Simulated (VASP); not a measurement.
SiC: single point with r2SCAN

Crystal: SiC.

```
CELL_PARAMETERS angstrom
3.07530 0.00000 0.00000
-1.53765 2.66329 0.00000
0.00000 0.00000 4.84641
ATOMIC_POSITIONS crystal
Si 0.33333 0.66667 0.49703
Si 0.66667 0.33333 0.99703
C 0.33333 0.66667 0.87797
C 0.66667 0.33333 0.37797
```

```json
{
  "Program": "VASP 6.6.1",
  "Task": "single point",
  "Functional": "r2SCAN",
  "Potentials or basis": "VASP PAW PBE potentials, release 64 (Si, C)",
  "Cutoff": "520 eV",
  "k mesh": "12 × 12 × 6",
  "Occupations": "gaussian, width 0.02 eV",
  "Spin": "no spin polarisation"
}
```

```json
{
  "Pressure": "9.8 GPa",
  "Band gap on the k mesh": "2.63 eV (least direct gap 4.22 eV)"
}
```

Forces in eV/Å, atoms in the order of the input:
```
Si   0.000  0.000 -0.003
Si   0.000  0.000 -0.003
C    0.000  0.000  0.003
C    0.000  0.000  0.003
```

Stress tensor (GPa, compression positive):
```
 2.32  0.00  0.00
 0.00  2.32  0.00
 0.00  0.00 24.62
```

Levels at points of the mesh, in eV from the valence-band top:
```
           k point  band 6  band 7  band 8  band 9  band 10  band 11
(0.00, 0.00, 0.00)   -0.31   -0.31    0.00    4.86     6.90     6.90
(0.50, 0.00, 0.00)   -4.02   -3.62   -1.46    2.77     4.86     7.54
(0.00, 0.00, 0.50)   -1.18   -1.18   -1.18    6.17     6.17     7.60
(0.50, 0.00, 0.50)   -2.98   -2.42   -2.42    3.73     3.73     5.96
```

Wall time 2.2 min on 1 thread of Intel(R) Xeon(R) Platinum 8259CL CPU @ 2.50GHz (Skylake/Cascade Lake), on a shared host, peak memory 0.18 GiB.

Caveat: the stress differs along the axes, from 2 to 25 GPa; the PAW data sets were made with another functional, which shifts forces and pressure a little. A k mesh can miss the band edges.
